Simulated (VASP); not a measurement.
**Te2Mo: single point with PBE**

The system is Te2Mo.

```
Te Mo
1.0
     3.48544    0.00000    0.00000
    -1.74272    3.08008    0.00000
     0.00000    0.00000   15.33988
Te Mo
4 2
Direct
  0.33333 0.66667 0.63213
  0.66667 0.33333 0.13213
  0.33333 0.66667 0.86787
  0.66667 0.33333 0.36787
  0.33333 0.66667 0.25000
  0.66667 0.33333 0.75000
```

```json
{"Program": "VASP 6.6.1", "Task": "single point", "Functional": "PBE", "Potentials or basis": "VASP PAW PBE potentials, release 64 (Te, Mo_sv)", "Cutoff": "520 eV", "k mesh": "10 × 10 × 2", "Occupations": "gaussian, width 0.05 eV", "Spin": "collinear spin", "Starting moments": "[0.0, 0.0, 0.0, 0.0, 0.05, 0.05] μB", "Dipole correction": "no", "Further INCAR settings": "ALGO = Normal; EDIFF = 1e-07; NBANDS = 39"}
```

```
Pressure                                              : 1.7 GPa
Largest force                                         : 0.205 eV/Å
Band gap on the k mesh                                : 1.02 eV (least direct gap 1.22 eV)
Net moment                                            : 0.00 μB per cell
Valence electrons inside the program's atomic spheres : Te 3.42; Mo 12.38
```

Forces on the atoms (eV/Å):
```
Te   0.000  0.068 -0.193
Te   0.000 -0.068 -0.193
Te   0.000  0.068  0.193
Te   0.000 -0.068  0.193
Mo   0.000  0.137  0.000
Mo   0.000 -0.137  0.000
```

Stress tensor (GPa, compression positive):
```
2.92 0.00 0.00
0.00 0.84 0.00
0.00 0.00 1.37
```

Levels at points of the mesh, in eV from the valence-band top:
Spin up:
| k point | band 24 | band 25 | band 26 | band 27 | band 28 | band 29 |
| --- | --- | --- | --- | --- | --- | --- |
| (0.00, 0.00, 0.00) | -0.78 | -0.78 | -0.13 | 3.06 | 3.10 | 3.26 |
| (0.50, 0.00, 0.00) | -0.72 | -0.35 | -0.26 | 1.47 | 1.48 | 1.73 |
| (0.00, 0.50, 0.00) | -0.79 | -0.13 | -0.05 | 1.50 | 1.52 | 1.70 |
| (0.00, 0.00, 0.50) | -0.79 | -0.28 | -0.28 | 3.08 | 3.08 | 3.28 |
| (0.50, 0.00, 0.50) | -0.72 | -0.30 | -0.30 | 1.47 | 1.47 | 1.83 |
| (0.00, 0.50, 0.50) | -0.79 | -0.09 | -0.09 | 1.51 | 1.51 | 1.79 |
Spin down:
```
           k point  band 22  band 23  band 24  band 25  band 26  band 27  band 28  band 29  band 30  band 31
(0.00, 0.00, 0.00)    -0.84    -0.79    -0.78    -0.78    -0.13     3.06     3.10     3.26     3.30     3.34
(0.50, 0.00, 0.00)    -1.61    -0.73    -0.72    -0.35    -0.26     1.47     1.48     1.73     1.92     2.94
(0.00, 0.50, 0.00)    -1.69    -0.79    -0.79    -0.13    -0.05     1.50     1.52     1.70     1.86     2.94
(0.00, 0.00, 0.50)    -0.86    -0.79    -0.79    -0.28    -0.28     3.08     3.08     3.28     3.28     3.38
(0.50, 0.00, 0.50)    -1.64    -0.72    -0.72    -0.30    -0.30     1.47     1.47     1.83     1.83     3.24
(0.00, 0.50, 0.50)    -1.71    -0.79    -0.79    -0.09    -0.09     1.51     1.51     1.79     1.79     3.24
```

Wall time 4.4 min on 4 MPI ranks on Oxide Virtual Turin-like Processor, on a shared host, peak memory 0.73 GiB a rank.

Caveat: spin-orbit coupling is left out, which moves the levels of the heavy elements; this functional lacks dispersion, which binds layers or chains, so the pressure and a relaxed spacing across them are unreliable. A k mesh can miss the band edges.
